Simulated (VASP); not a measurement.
# S in VASP: notebook

Runs on S. Level: PBE+D3(BJ). Tasks: single point.

Program: VASP 6.6.1. These are calculated values, not measurements. Logs are shortened: lines on timing, memory, paths and dates and some standing lists are left out, and cuts for length are marked.

### 1 The cell of the first run

The cell holds a sheet with vacuum, 2 atoms: a = 2.367 Å, b = 2.335 Å, c = 30.730 Å, α = 90.00°, β = 90.00°, γ = 90.00°.

### 2 Single point, PBE+D3(BJ)

Input file INCAR:

```
SYSTEM = S
PREC     = Accurate       ! precision mode
ENCUT    = 520            ! plane-wave cutoff, eV
EDIFF    = 1E-7           ! SCF threshold, eV
ISMEAR   = 0              ! smearing method
SIGMA    = 0.1            ! smearing width, eV
LREAL    = .False.        ! projectors in reciprocal space
LASPH    = .True.         ! aspherical terms in the spheres
NELM     = 100            ! most SCF steps
ALGO     = Normal         ! electronic algorithm
ISIF     = 2              ! what is computed and relaxed
LWAVE    = .False.        ! write WAVECAR
LCHARG   = .False.        ! write CHGCAR
LDIPOL   = .True.       
IDIPOL   = 3            
DIPOL    = 0.5 0.5 0.293
GGA      = PE             ! functional
IVDW     = 12             ! dispersion correction
NBANDS   = 13             ! bands
```

Input file KPOINTS:

```
Automatic mesh
0
Gamma
  24 24 1
  0 0 0
```

Input file POSCAR:

```
S
1.0
    2.3668699734      0.0000000000      0.0000000000
    0.0000000000      2.3353027704      0.0000000000
    0.0000000000      0.0000000000     30.7300000000
S
2
Direct
    0.5000000000      0.5000000000      0.2354069245
    0.0000000000      0.5000000000      0.3503399027
```

Potentials or basis: VASP PAW PBE potentials, release 64 (S).

Started as:

```console
> cat potpaw_PBE.64/S/POTCAR > POTCAR
> mpirun -np 1 vasp_std > vasp.out
```

OUTCAR:

```text
SYSTEM = S
   PREC = Accurate
   ENCUT = 520
   EDIFF = 1E-7
   ISMEAR = 0
   LREAL = .False.
   LASPH = .True.
   NELM = 100
   ISIF = 2
   GGA = PE
   IVDW = 12
 IVDW          = 12

 ion  position               nearest neighbor table
   1  0.500  0.500  0.235-
   2  0.000  0.500  0.350-

  LATTYP: Found a simple orthorhombic cell.
 ALAT       =     2.3353027704
 B/A-ratio  =     1.0135173920
 C/A-ratio  =    13.1588933090

  Lattice vectors:

 A1 = (   0.0000000000,  -2.3353027704,   0.0000000000)
 A2 = (   2.3668699734,   0.0000000000,   0.0000000000)
 A3 = (   0.0000000000,   0.0000000000,  30.7300000000)

Analysis of symmetry for initial positions (statically):
=====================================================================
 Subroutine PRICEL returns:
 Original cell was already a primitive cell.

 Routine SETGRP: Setting up the symmetry group for a
 simple orthorhombic supercell.

 Subroutine GETGRP returns: Found  8 space group operations
 (whereof  4 operations were pure point group operations)
 out of a pool of  8 trial point group operations.

The static configuration has the point symmetry C_2v.
 The point group associated with its full space group is D_2h.

Analysis of symmetry for dynamics (positions and initial velocities):
=====================================================================
 Subroutine PRICEL returns:
 Original cell was already a primitive cell.

 Routine SETGRP: Setting up the symmetry group for a
 simple orthorhombic supercell.

 Subroutine GETGRP returns: Found  8 space group operations
 (whereof  4 operations were pure point group operations)
 out of a pool of  8 trial point group operations.

The dynamic configuration has the point symmetry C_2v.
 The point group associated with its full space group is D_2h.

 Subroutine INISYM returns: Found  8 space group operations
 (whereof  4 operations are pure point group operations),
 and found     1 'primitive' translations

----------------------------------------------------------------------------------------

                                     Primitive cell

  volume of cell :     169.8557

  direct lattice vectors                    reciprocal lattice vectors
     2.366869973  0.000000000  0.000000000     0.422498917  0.000000000  0.000000000
     0.000000000  2.335302770  0.000000000     0.000000000  0.428210000  0.000000000
[... 101 lines left out ...]
   EFERMI_NEDOS =   21; number of points for ismear=-14 and -15
   IALGO  =     38    algorithm
   IMIX   =      4    mixing-type and parameters
     AMIX     =   0.40;   BMIX     =  1.00
     AMIX_MAG =   1.60;   BMIX_MAG =  1.00
  volume/ion in A,a.u.               =      84.93       573.12
  Fermi-wavevector in a.u.,A,eV,Ry     =   0.676771  1.278912  6.231730  0.458019
  Thomas-Fermi vector in A             =   1.754183
   LORBIT       =      0    0 simple, 1 ext, 2 COOP (PROOUT), +10 PAW based schemes
   GGA     = PE    functional components
   LHFCALC =     F    Hartree Fock is set to
   AEXX    =    0.0000 exact exchange contribution
   IVDW    =    12    specifies the selected vdW correction
   LEPSILON=     F    determine dielectric tensor
   LRPA    =     F    only Hartree local field effects (RPA)
 non-spin polarized calculation
 Gauss-broadening in eV      SIGMA  =   0.10
  energy-cutoff  :      520.00
  volume of cell :      169.86
 maximum number of plane-waves:      4628
 NGX is ok and might be reduce to    18
   NGX =  9   NGY =  9   NGZ =115

 dipolmoment           0.000000      0.000000     -0.000001 electrons x Angstroem

 number of electron      12.0000000 magnetization

 dipolmoment           0.000000      0.000000      0.000000 electrons x Angstroem

 Free energy of the ion-electron system (eV)
  ---------------------------------------------------
  ext. energy  EPLUGINS =         0.00000000
  ---------------------------------------------------
  free energy    TOTEN  =        -7.25355201 eV

  energy without entropy =       -7.24776116  energy(sigma->0) =       -7.25065658

 E-fermi :  -3.1087     XC(G=0):  -2.5292

 val. band max:       -3.1095426586   @ k =   0.1667   0.0833   0.0000
 cond. band min:      -3.1030252642   @ k =   0.4583   0.2917   0.0000
 fundamental gap:      0.0065173944
 Fermi energy:        -3.1087188996

 k-point     1 :       0.0000    0.0000    0.0000
  band No.  band energies     occupation
      1     -20.0329      2.00000
      2     -19.8740      2.00000
      3      -8.6877      2.00000
      4      -7.4854      2.00000
      5       0.9409      0.00000
      6       1.2402      0.00000
      7       1.3052      0.00000
      8       1.7721      0.00000
      9       1.8020      0.00000
     10       1.8334      0.00000
     11       2.4389      0.00000
     12       2.7671      0.00000
     13       2.9331      0.00000
[... 354 lines left out ...]
  band No.  band energies     occupation
      1     -16.4343      2.00000
      2     -16.3311      2.00000
      3     -10.3978      2.00000
      4     -10.3058      2.00000
      5      -5.3964      2.00000
      6      -4.7895      2.00000
      7       2.8219      0.00000
      8       3.2598      0.00000
      9       3.4251      0.00000
     10       3.4302      0.00000
     11       5.4692      0.00000
     12       6.6029      0.00000
     13       7.1448      0.00000

 [... further k-points ...]

------------------------ aborting loop because EDIFF is reached ----------------------------------------

 vacuum level on the upper side and lower side of the slab       (xc-potential included)        -0.011        -0.011

 Edisp (eV)   -0.44996

 E8    (eV) :    -0.1682

  FORCE on cell =-STRESS in cart. coord.  units (eV):
  Direction    XX          YY          ZZ          XY          YZ          ZX
  --------------------------------------------------------------------------------------
  -------------------------------------------------------------------------------------
  Total      -0.08995    -0.05661    -0.01374     0.00000     0.00000     0.00000
  in kB      -0.84848    -0.53401    -0.12961     0.00000     0.00000     0.00000
  external pressure =       -0.50 kB  Pullay stress =        0.00 kB

 VOLUME and BASIS-vectors are now :
 -----------------------------------------------------------------------------
  energy-cutoff  :      520.00
  volume of cell :      169.86
      direct lattice vectors                 reciprocal lattice vectors
     2.366869973  0.000000000  0.000000000     0.422498917  0.000000000  0.000000000
     0.000000000  2.335302770  0.000000000     0.000000000  0.428210000  0.000000000
     0.000000000  0.000000000 30.730000000     0.000000000  0.000000000  0.032541490

 POSITION                                       TOTAL-FORCE (eV/Angst)
 -----------------------------------------------------------------------------------
      1.18343      1.16765      7.23405         0.000000      0.000000     -0.000307
      0.00000      1.16765     10.76595         0.000000      0.000000      0.000307
 -----------------------------------------------------------------------------------
    total drift:                                0.000000     -0.000000      0.000004

  FREE ENERGIE OF THE ION-ELECTRON SYSTEM (eV)
  ---------------------------------------------------
  free  energy   TOTEN  =        -7.7035138675 eV

  energy  without entropy=       -7.6977230222  energy(sigma->0) =       -7.70061844

 vacuum level on the upper side and lower side of the slab         2.402         2.402
```

stdout:

```text
POSCAR found type information on POSCAR S
 POSCAR found :  1 types and       2 ions
 scaLAPACK will be used
 LDA part: xc-table for (Slater+PW92), standard interpolation
 POSCAR, INCAR and KPOINTS ok, starting setup
 FFT: planning ... GRIDC
 FFT: planning ... GRID_SOFT
 FFT: planning ... GRID
 WAVECAR not read
 entering main loop
```

Wall time 5.8 min (1 thread of Intel Xeon Platinum 8375C at 2.90GHz (Ice Lake), shared host); peak memory 0.47 GiB.

Results:

- Free energy: -7.7035 eV
- Band gap on the k mesh: zero (band 6 reaches 1.25 eV, above the bottom of band 7 at -4.60 eV)
- Dispersion energy per atom: -0.225 eV

### 3 Single point, PBE+D3(BJ)

This run uses another cell than the first one, of 85.23 Å³/atom, 1.004 times its volume.

Input file INCAR:

```
PREC = Accurate ; ENCUT = 520
EDIFF = 1E-7 ; ISMEAR = 0
SIGMA = 0.1 ; LREAL = F
LASPH = T ; NELM = 100
ALGO = Normal ; ISIF = 2
LWAVE = F ; LCHARG = T
LDIPOL = T ; IDIPOL = 3
DIPOL = 0.5 0.5 0.293 ; GGA = PE
IVDW = 12 ; LELF = T
LVHAR = T ; LVACPOTAV = T
NBANDS = 13
```

Input file KPOINTS:

```
Automatic mesh
0
Gamma
  24 24 1
```

Input file POSCAR:

```
S
1.0
    2.3641734249      0.0000000000      0.0000000000
    0.0000000000      2.3462456023      0.0000000000
    0.0000000000      0.0000000000     30.7300000000
S
2
Direct
    0.5000000000      0.5000000000      0.2371858195
    0.0000000000      0.5000000000      0.3485610077
```

Potentials or basis: VASP PAW PBE potentials, release 64 (S).

Started as:

```console
> cat potpaw_PBE.64/S/POTCAR > POTCAR
> mpirun -np 1 vasp_std > vasp.out
```

Run time: 5.3 min. Hardware: 1 thread of Intel Xeon Platinum 8375C at 2.90GHz (Ice Lake), shared host; peak memory 0.46 GiB.

It converged, with:

* Free energy: -7.7008 eV
* Largest force: 0.042 eV/Å
* Band gap on the k mesh: zero (band 6 reaches 1.27 eV, above the bottom of band 7 at -4.63 eV)
* Dispersion energy per atom: -0.229 eV

Forces in eV/Å, atoms in the order of the input:
```
S    0.000  0.000 -0.042
S    0.000  0.000  0.042
```

Levels at points of the mesh, in eV from the Fermi level:
```
           k point  band 4  band 5  band 6  band 7  band 8  band 9
(0.00, 0.00, 0.00)   -4.26    4.10    4.40    4.48    4.70    4.78
(0.50, 0.00, 0.00)   -8.17   -1.62   -1.62    5.52    5.52    6.96
(0.00, 0.50, 0.00)   -8.13   -2.01   -0.93    4.66    6.48    6.74
(0.50, 0.50, 0.00)   -5.25   -5.08   -5.08    1.42    1.42    3.46
```

### 4 Single point, PBE+D3(BJ)

This run uses another cell than the first one, of 49.82 Å³/atom, 0.587 times its volume.

Input file INCAR:

```
  PREC = Accurate
  ENCUT = 520
  EDIFF = 1E-7
  ISMEAR = 0
  SIGMA = 0.1
  LREAL = False
  LASPH = True
  NELM = 100
  ALGO = Normal
  ISIF = 2
  LWAVE = False
  LCHARG = False
  LDIPOL = True
  IDIPOL = 3
  DIPOL = 0.5 0.5 0.500
  GGA = PE
  IVDW = 12
  NBANDS = 13
```

Input file KPOINTS:

```
Automatic mesh
0
Gamma
  8 8 1
```

Input file POSCAR:

```
S
1.0
    2.3526667500      0.0000000000      0.0000000000
    0.0000000000      2.3526667500      0.0000000000
    0.0000000000      0.0000000000     18.0000000000
S
2
Direct
    0.5000000000      0.5000000000      0.4037500000
    0.0000000000      0.5000000000      0.5962500000
```

Started as:

```console
> cat potpaw_PBE.64/S/POTCAR > POTCAR
> mpirun -np 1 vasp_std > vasp.out
```

Run time: 29 s. Hardware: 1 thread of Intel Xeon Platinum 8375C at 2.90GHz (Ice Lake), shared host; peak memory 0.21 GiB.

The run converged. Its results:

| Item | Value |
| --- | --- |
| Free energy | -7.6729 eV |
| Largest force | 0.021 eV/Å |
| Band gap on the k mesh | zero (band 6 reaches 3.15 eV, above the bottom of band 7 at -1.95 eV) |
| Dispersion energy per atom | -0.228 eV |

Forces on the atoms (eV/Å):
```
S    0.000  0.000  0.021
S    0.000  0.000 -0.021
```

Levels at points of the mesh, in eV from the Fermi level:
```tsv
k point	band 4	band 5	band 6	band 7	band 8	band 9
(0.00, 0.00, 0.00)	-4.24	4.15	4.64	4.64	4.71	4.71
(0.50, 0.00, 0.00)	-8.16	-1.49	-1.49	5.60	5.60	6.97
(0.00, 0.50, 0.00)	-8.07	-1.95	-0.94	4.75	6.50	6.94
(0.50, 0.50, 0.00)	-5.11	-5.11	-5.11	1.51	1.51	3.50
```

[end of part 1 of 2]
